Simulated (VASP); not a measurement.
Write the native input for VASP 6.6.1 that does the following.

- Task: single point
- Functional: PBE
- Potentials or basis: VASP PAW PBE potentials, release 64 (Ti_sv, Ru_pv, C, N)
- Cutoff: 520 eV
- k mesh: 4 × 4 × 4
- Occupations: gaussian, width 0.1 eV
- Spin: collinear spin, ferromagnetic start
- Starting moments: [0.0, -0.55, 0.0, 0.0, 0.0, 0.0, 0.0, 0.0, 0.0, 0.0] μB
- Dipole correction: no
- Further INCAR settings: ALGO = Normal; EDIFF = 1e-06; NBANDS = 46

The structure of TiRuC4N4 lies in POSCAR:

```
TiRuC4N4
1.0
    3.9259166004     -4.7305886813      0.0000000000
    3.9259166004      4.7305886813      0.0000000000
    0.0000000000      0.0000000000      4.9028450398
Ti Ru C N
1 1 4 4
Direct
    0.0000000000      0.0000000000      0.5433310368
    0.5000000000      0.5000000000      0.9177841478
    0.7052797013      0.2947202987      0.8411032782
    0.7035394604      0.7035394604      0.1258789266
    0.2964605396      0.2964605396      0.1258789266
    0.2947202987      0.7052797013      0.8411032782
    0.8204692441      0.1795307559      0.7416545444
    0.8086081619      0.8086081619      0.3090334082
    0.1913918381      0.1913918381      0.3090334082
    0.1795307559      0.8204692441      0.7416545444
```

The input as run:

INCAR

```
PREC = Accurate
ENCUT = 520
EDIFF = 1E-6
ISMEAR = 0
SIGMA = 0.1
LREAL = False
LASPH = True
NELM = 150
ALGO = Normal
ISIF = 2
LWAVE = False
LCHARG = False
ISPIN = 2
MAGMOM = 0 -0.55 0 0 0 0 0 0 0 0
LORBIT = 11
LMAXMIX = 4
GGA = PE
NBANDS = 46
```

KPOINTS

```
regular mesh
0
Gamma
  4 4 4
```

Potentials or basis: VASP PAW PBE potentials, release 64 (Ti_sv, Ru_pv, C, N).

The run is started by

```sh
$ cat potpaw_PBE.64/Ti_sv/POTCAR potpaw_PBE.64/Ru_pv/POTCAR potpaw_PBE.64/C/POTCAR potpaw_PBE.64/N/POTCAR > POTCAR
$ mpirun -np 1 vasp_std > vasp.out
```

Results of the run:

| Item | Value |
| --- | --- |
| Pressure | -1.1 GPa |
| Largest force | 0.725 eV/Å |
| Band gap on the k mesh | zero (filled and empty bands overlap) |
| Net moment | 0.00 μB per cell |
| Valence electrons inside the program's atomic spheres | Ti 10.34; Ru 12.92; C 2.53, 2.49 (each value once); N 3.92, 3.90 (each value once) |

Wall time 4.2 min on 1 thread of Intel(R) Xeon(R) 6975P-C (Granite Rapids) (shared host), peak memory 0.51 GiB.
